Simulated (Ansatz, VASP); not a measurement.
TePb in VASP and in Ansatz

The input POSCAR:

```
TePb
1.0
    4.0022870000      0.0000000000      0.0000000000
    0.0000000000      4.0022870000      0.0000000000
    0.0000000000      0.0000000000      4.0022870000
Pb Te
1 1
Direct
    0.0000000000      0.0000000000      0.0000000000
    0.5000000000      0.5000000000      0.5000000000
```

INCAR.step1

```
SYSTEM = TePb
  ALGO = Normal
  EDIFF = 1E-5
  ENCUT = 520
  GGA = PE
  ISIF = 2
  ISMEAR = -1
  LASPH = .TRUE.
  LCHARG = .FALSE.
  LREAL = .FALSE.
  LWAVE = .TRUE.
  NBANDS = 17
  NELM = 60
  PREC = Accurate
  SIGMA = 0.05
```

INCAR.step2

```
SYSTEM = TePb
  AEXX = 0.25
  ALGO = Normal
  EDIFF = 1E-6
  ENCUT = 520
  GGA = PE
  HFSCREEN = 0.3
  ISIF = 2
  ISMEAR = -1
  ISTART = 1
  LASPH = .TRUE.
  LCHARG = .FALSE.
  LHFCALC = .TRUE.
  LREAL = .FALSE.
  LWAVE = .FALSE.
  NBANDS = 17
  NELM = 60
  PREC = Accurate
  PRECFOCK = Normal
  SIGMA = 0.05
```

KPOINTS

```
k-points
0
G
  4 4 4
  0 0 0
```

input.yaml

```yaml
crystal:
  lattice:
    - [4.002287, 0.0, 0.0]
    - [0.0, 4.002287, 0.0]
    - [0.0, 0.0, 4.002287]
  atoms:
    - { symbol: Pb, position: [0.0, 0.0, 0.0] }
    - { symbol: Te, position: [0.5, 0.5, 0.5] }
hamiltonian:
  xc: { exchange: pbe, correlation: pbe, exx: { coeff: 0.25, omega: 0.3 } }
  pseudopotentials: { kind: paw }
kpoints:
  mp_grid: { grid: [4, 4, 4] }
  band_path:
    path:
      - [[0.0, 0.0, 0.0], [0.0, 0.5, 0.0], [0.5, 0.5, 0.0], [0.0, 0.0, 0.0], [0.5, 0.5, 0.5], [0.0, 0.5, 0.0]]
      - [[0.5, 0.5, 0.0], [0.5, 0.5, 0.5]]
    npoints: 4
scf:
  occupations: { method: fermi_dirac, width: 0.05 }
  n_extra_bands: 6
output:
  forces: true
  stress: true
  eigenvalues: true
  fatbands: false
```

Alike in both runs: functional PBE-based screened hybrid; k mesh 4 × 4 × 4; occupations fermi-dirac, width 0.05 eV; no spin polarisation.

|  | VASP | Ansatz |
| --- | --- | --- |
| version | VASP 6.6.1 | Ansatz 0.2.0 |
| potentials or method | VASP PAW PBE potentials, release 64 (Pb_d, Te) | Ansatz PAW |
| plane-wave cutoff (eV) | 520 | 420 |
| valence electrons in the cell | 20 | 30 |
| task | single point | band structure |

```tsv
	VASP	Ansatz	Ansatz less VASP
gap on the k mesh at the Fermi level (eV)	none	none	-
pressure (GPa)	-0.4	-0.2	+0.14
```

VASP's potentials were made for PBE, not for PBE-based screened hybrid. A gap of «none» marks a metal or a gap that the smearing closes. With one functional, cell and mesh, what is left measures potentials, basis and numerics. VASP's potentials hold 20 valence electrons a cell and Ansatz's 30, so a difference there can come from the potentials and not from the codes.

The k mesh is coarse, so the values compare programs but aren't converged. Spin-orbit coupling is off throughout.
